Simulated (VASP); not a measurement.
Set up this calculation in VASP 6.6.1, as the native input.

- Task: single point
- Functional: PBE
- Potentials or basis: VASP PAW PBE potentials, release 64 (Sc_sv)
- Cutoff: 520 eV
- k mesh: 6 × 6 × 4
- Occupations: gaussian, width 0.1 eV
- Spin: no spin polarisation
- Dipole correction: no
- Further INCAR settings: ALGO = Fast; EDIFF = 1e-07; NBANDS = 30

The structure of Sc lies in POSCAR:

```
Sc
1.0
    4.1452812869      0.0000000000      0.0000000000
   -2.0726406435      3.5899189003      0.0000000000
    0.0000000000      0.0000000000      6.8397141235
Sc
4
Direct
    0.3333333333      0.6666666667      0.4375000000
    0.6666666667      0.3333333333      0.9375000000
    0.6666666667      0.3333333333      0.5625000000
    0.3333333333      0.6666666667      0.0625000000
```

These files were run (other wordings do the same):

INCAR

```
ALGO     = Fast           # electronic algorithm
EDIFF    = 1E-7           # SCF threshold, eV
ENCUT    = 520            # plane-wave cutoff, eV
GGA      = PE             # functional
ISIF     = 2              # what is computed and relaxed
ISMEAR   = 0              # smearing method
LASPH    = T              # aspherical terms in the spheres
LCHARG   = T              # write CHGCAR
LELF     = T              # ELF
LREAL    = F              # projectors in reciprocal space
LVHAR    = T            
LWAVE    = F              # write WAVECAR
NBANDS   = 30             # bands
NELM     = 60             # most SCF steps
PREC     = Accurate       # precision mode
SIGMA    = 0.1            # smearing width, eV
```

KPOINTS

```
k-points
0
Gamma
  6 6 4
```

Potentials or basis: VASP PAW PBE potentials, release 64 (Sc_sv).

The run is started by

```bash
$ cat potpaw_PBE.64/Sc_sv/POTCAR > POTCAR
$ mpirun -np 1 vasp_std > vasp.out
```

It gave:

```yaml
Pressure: 4.0 GPa
Largest_force: 0.240 eV/Å
Band_gap_on_the_k_mesh: zero (band 22 reaches 3.54 eV, above the bottom of band 23 at 3.02 eV)
```

Wall time 2.2 min on 1 thread of Intel(R) Xeon(R) Platinum 8259CL CPU @ 2.50GHz (Skylake/Cascade Lake) (shared host), peak memory 0.24 GiB.
